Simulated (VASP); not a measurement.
Wanted: the native input for a VASP 6.6.1 run.

```yaml
Task: single point
Functional: r2SCAN
Potentials_or_basis: VASP PAW PBE potentials, release 64 (Si, C)
Cutoff: 520 eV
k_mesh: 12 × 12 × 6
Occupations: gaussian, width 0.01 eV
Spin: no spin polarisation
Dipole_correction: no
Further_INCAR_settings: ALGO = Normal; EDIFF = 1e-06; NBANDS = 16
```

The system is SiC.

```xyz
4
Lattice="3.0345 0.0000 0.0000 -1.5172 2.6633 0.0000 0.0000 0.0000 5.0481" Properties=species:S:1:pos:R:3 pbc="T T T"
Si    0.0000    1.7764   -0.0003
Si    1.5172    0.8870    2.5237
C     0.0000    1.7813    1.8934
C     1.5172    0.8821    4.4174
```

This cell differs from its parent crystal: uniaxial x strain -1.3%.

The input as run:

POSCAR

```
SiC
1.0
    3.0344540134      0.0000000000      0.0000000000
   -1.5172270067      2.6633366395      0.0000000000
    0.0000000000      0.0000000000      5.0481081077
Si C
2 2
Direct
    0.3334856034      0.6669712068     -0.0000632231
    0.6665143966      0.3330287932      0.4999367769
    0.3344087808      0.6688175616      0.3750632231
    0.6655912192      0.3311824384      0.8750632231
```

INCAR.step1

```
SYSTEM = SiC
ALGO = Normal ; EDIFF = 1E-4
ENCUT = 520 ; GGA = PE
ISMEAR = 0 ; LASPH = .True.
LCHARG = .False. ; LREAL = .False.
LWAVE = .True. ; NBANDS = 16
NELM = 60 ; PREC = Accurate
SIGMA = 0.01
```

INCAR.step2

```
SYSTEM = SiC
ALGO = Normal ; EDIFF = 1E-6
ENCUT = 520 ; ISIF = 2
ISMEAR = 0 ; ISTART = 1
LASPH = .True. ; LCHARG = .False.
LMIXTAU = .True. ; LREAL = .False.
LWAVE = .False. ; METAGGA = R2SCAN
NBANDS = 16 ; NELM = 60
PREC = Accurate ; SIGMA = 0.01
```

KPOINTS

```
k-points
0
Gamma
  12 12 6
  0 0 0
```

Potentials or basis: VASP PAW PBE potentials, release 64 (Si, C).

Launch:

```bash
$ cat potpaw_PBE.64/Si/POTCAR potpaw_PBE.64/C/POTCAR > POTCAR
$ cp INCAR.step1 INCAR
$ mpirun -np 1 vasp_std > vasp.out
$ cp INCAR.step2 INCAR
$ mpirun -np 1 vasp_std > vasp.out
```

Results of the run:

```json
{
 "Pressure": "3.0 GPa",
 "Band gap on the k mesh": "2.52 eV, indirect (least direct gap 4.54 eV)"
}
```

Caveat: the cell differs from its parent crystal (uniaxial x strain -1.3%); the PAW data sets were made with another functional, which shifts forces and pressure a little.

Run time: 110 s on 1 thread of Intel(R) Xeon(R) 6975P-C (Granite Rapids) (shared host), peak memory 0.23 GiB.
